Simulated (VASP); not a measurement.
# Ta (Im-3m) in VASP: a series of runs, part 2 of 2

VASP 6.6.1. Earlier steps stand in the parts before.

### 3 Single point, PBE

This run uses another cell than the first one, of 18.28 Å³/atom.

INCAR

```
SYSTEM = Ta
PREC     = Accurate       ! precision mode
ENCUT    = 500            ! plane-wave cutoff, eV
EDIFF    = 1E-6           ! SCF threshold, eV
ISMEAR   = 1              ! smearing method
SIGMA    = 0.1            ! smearing width, eV
LREAL    = .False.        ! projectors in reciprocal space
LASPH    = .True.         ! aspherical terms in the spheres
NELM     = 120            ! most SCF steps
ALGO     = Normal         ! electronic algorithm
ISIF     = 2              ! what is computed and relaxed
LWAVE    = .False.        ! write WAVECAR
LCHARG   = .True.         ! write CHGCAR
GGA      = PE             ! functional
LELF     = .True.         ! ELF
LVHAR    = .True.       
NBANDS   = 12             ! bands
GGA_COMPAT= .False.
```

KPOINTS

```
Automatic mesh
0
Gamma
  14 14 14
  0 0 0
```

POSCAR

```
Ta
1.0
   -1.6594262804      1.6594262804      1.6594262804
    1.6594262804     -1.6594262804      1.6594262804
    1.6594262804      1.6594262804     -1.6594262804
Ta
1
Direct
    0.0000000000      0.0000000000      0.0000000000
```

Potentials or basis: VASP PAW PBE potentials, release 64 (Ta_pv).

The run is started by

```console
$ cat potpaw_PBE.64/Ta_pv/POTCAR > POTCAR
$ mpirun -np 1 vasp_std > vasp.out
```

OUTCAR:

```text
SYSTEM = Ta
   PREC = Accurate
   ENCUT = 500
   EDIFF = 1E-6
   ISMEAR = 1
   LREAL = .False.
   LASPH = .True.
   NELM = 120
   ISIF = 2
   GGA = PE

 ion  position               nearest neighbor table
   1  0.000  0.000  0.000-

  LATTYP: Found a body centered cubic cell.
 ALAT       =     3.3188525608

  Lattice vectors:

 A1 = (  -1.6594262804,   1.6594262804,   1.6594262804)
 A2 = (   1.6594262804,  -1.6594262804,   1.6594262804)
 A3 = (   1.6594262804,   1.6594262804,  -1.6594262804)
[... 539 lines left out ...]
     12      20.0162      0.00000

 [... further k-points ...]

------------------------ aborting loop because EDIFF is reached ----------------------------------------

  FORCE on cell =-STRESS in cart. coord.  units (eV):
  Direction    XX          YY          ZZ          XY          YZ          ZX
  --------------------------------------------------------------------------------------
  -------------------------------------------------------------------------------------
  Total        0.0113368      0.0113368      0.0113368     -0.0000000     -0.0000000      0.0000000
  in kB        0.9937313      0.9937313      0.9937313     -0.0000000     -0.0000000      0.0000000
  external PRESSURE =       0.9937313 kB  Pullay stress =       0.0000000 kB

 VOLUME and BASIS-vectors are now :
 -----------------------------------------------------------------------------
  energy-cutoff  :      500.00
  volume of cell :       18.28
      direct lattice vectors                 reciprocal lattice vectors
    -1.659426280  1.659426280  1.659426280     0.000000000  0.301308956  0.301308956
     1.659426280 -1.659426280  1.659426280     0.301308956  0.000000000  0.301308956
     1.659426280  1.659426280 -1.659426280     0.301308956  0.301308956  0.000000000

 POSITION                                       TOTAL-FORCE (eV/Angst)
 -----------------------------------------------------------------------------------
      0.00000      0.00000      0.00000        -0.000000     -0.000000     -0.000000
 -----------------------------------------------------------------------------------
    total drift:                               -0.000000      0.000000     -0.000000

  FREE ENERGIE OF THE ION-ELECTRON SYSTEM (eV)
  ---------------------------------------------------
  free  energy   TOTEN  =       -11.8193160035 eV

  energy  without entropy=      -11.8194124431  energy(sigma->0) =      -11.81934815
```

OSZICAR:

```text
N       E                     dE             d eps       ncg     rms          rms(c)
DAV:   1     0.593381297190E+02    0.59338E+02   -0.59039E+03  2512   0.839E+02
DAV:   2    -0.112830342314E+02   -0.70621E+02   -0.68882E+02  2800   0.239E+02
DAV:   3    -0.122840929837E+02   -0.10011E+01   -0.99038E+00  2992   0.271E+01
DAV:   4    -0.122867923433E+02   -0.26994E-02   -0.26991E-02  2764   0.157E+00
DAV:   5    -0.122868020032E+02   -0.96599E-05   -0.96598E-05  3012   0.886E-02    0.132E+01
DAV:   6    -0.119255418723E+02    0.36126E+00   -0.29352E-01  2964   0.586E+00    0.639E+00
DAV:   7    -0.118201956254E+02    0.10535E+00   -0.25423E-01  2860   0.501E+00    0.395E-01
DAV:   8    -0.118193063448E+02    0.88928E-03   -0.62752E-03  2848   0.492E-01    0.856E-02
DAV:   9    -0.118193234017E+02   -0.17057E-04   -0.11779E-04  2876   0.119E-01    0.278E-02
DAV:  10    -0.118193156995E+02    0.77022E-05   -0.47226E-06  2712   0.267E-02    0.348E-03
DAV:  11    -0.118193160035E+02   -0.30396E-06   -0.20910E-07  1584   0.514E-03
   1 F= -.11819316E+02 E0= -.11819348E+02  d E =0.964396E-04
```

Wall time 6.2 s (1 thread of Intel Xeon 6975P-C (Granite Rapids), shared host); peak memory 0.15 GiB.

What came out:

```
Free energy            : -11.8193 eV
Pressure               : 0.1 GPa
Band gap on the k mesh : zero (an odd number of electrons rules out a gap without spin polarisation)
```

Caveat: spin-orbit coupling is left out, which moves the levels of the heavy elements.

### 4 Single point, PBE

This run uses another cell than the first one, of 18.11 Å³/atom.

INCAR

```
PREC = Accurate
ENCUT = 500
EDIFF = 1E-6
ISMEAR = 1
SIGMA = 0.1
LREAL = F
LASPH = T
NELM = 120
ALGO = Normal
ISIF = 2
LWAVE = F
LCHARG = F
GGA = PE
NBANDS = 12
GGA_COMPAT = F
```

KPOINTS

```
regular mesh
0
Gamma
  14 14 14
```

POSCAR

```
Ta
1.0
   -1.6541812494      1.6541812494      1.6541812494
    1.6541812494     -1.6541812494      1.6541812494
    1.6541812494      1.6541812494     -1.6541812494
Ta
1
Direct
    0.0000000000      0.0000000000      0.0000000000
```

Potentials or basis: VASP PAW PBE potentials, release 64 (Ta_pv).

The run is started by

```console
$ cat potpaw_PBE.64/Ta_pv/POTCAR > POTCAR
$ mpirun -np 1 vasp_std > vasp.out
```

OUTCAR:

```text
PREC = Accurate
   ENCUT = 500
   EDIFF = 1E-6
   ISMEAR = 1
   LREAL = F
   LASPH = T
   NELM = 120
   ISIF = 2
   GGA = PE

 ion  position               nearest neighbor table
   1  0.000  0.000  0.000-

  LATTYP: Found a body centered cubic cell.
 ALAT       =     3.3083624988

  Lattice vectors:

 A1 = (  -1.6541812494,   1.6541812494,   1.6541812494)
 A2 = (   1.6541812494,  -1.6541812494,   1.6541812494)
[... 538 lines left out ...]
     10      16.4666      0.00000
     11      18.2522      0.00000
     12      20.1237      0.00000

 [... further k-points ...]

------------------------ aborting loop because EDIFF is reached ----------------------------------------

  FORCE on cell =-STRESS in cart. coord.  units (eV):
  Direction    XX          YY          ZZ          XY          YZ          ZX
  --------------------------------------------------------------------------------------
  -------------------------------------------------------------------------------------
  Total        0.2358041      0.2358041      0.2358041     -0.0000000      0.0000000     -0.0000000
  in kB       20.8666466     20.8666466     20.8666466     -0.0000000      0.0000000     -0.0000000
  external PRESSURE =      20.8666466 kB  Pullay stress =       0.0000000 kB

 VOLUME and BASIS-vectors are now :
 -----------------------------------------------------------------------------
  energy-cutoff  :      500.00
  volume of cell :       18.11
      direct lattice vectors                 reciprocal lattice vectors
    -1.654181249  1.654181249  1.654181249     0.000000000  0.302264338  0.302264338
     1.654181249 -1.654181249  1.654181249     0.302264338  0.000000000  0.302264338
     1.654181249  1.654181249 -1.654181249     0.302264338  0.302264338  0.000000000

 POSITION                                       TOTAL-FORCE (eV/Angst)
 -----------------------------------------------------------------------------------
      0.00000      0.00000      0.00000         0.000000     -0.000000      0.000000
 -----------------------------------------------------------------------------------
    total drift:                               -0.000000      0.000000      0.000000

  FREE ENERGIE OF THE ION-ELECTRON SYSTEM (eV)
  ---------------------------------------------------
  free  energy   TOTEN  =       -11.8180803911 eV

  energy  without entropy=      -11.8182860165  energy(sigma->0) =      -11.81814893
```

Wall time 5.8 s (1 thread of Intel Xeon 6975P-C (Granite Rapids), shared host); peak memory 0.15 GiB.

What came out:

```yaml
Free_energy: -11.8181 eV
Pressure: 2.1 GPa
Band_gap_on_the_k_mesh: zero (an odd number of electrons rules out a gap without spin polarisation)
```

Caveat: spin-orbit coupling is left out, which moves the levels of the heavy elements.

### 5 Overview

| cell | gap on the mesh (eV) | pressure (GPa) |
| --- | --- | --- |
| a = 2.839 Å, angles 109.5°, 1 atom | none | 8.2 |
| a = 2.874 Å, angles 109.5°, 1 atom | none | 0.1 |
| a = 2.865 Å, angles 109.5°, 1 atom | none | 2.1 |

Alike in all rows: task single point; level PBE; potentials or basis VASP PAW PBE potentials, release 64 (Ta_pv); no spin polarisation; k mesh 14 × 14 × 14; cutoff (eV) 500; smearing methfessel-paxton 0.1 eV.

Caveats: spin-orbit coupling is left out, which moves the levels of the heavy elements; the cell stands under pressure (at least some runs).

Total energies depend on the potentials used, so only differences within one code and one set of settings carry meaning.
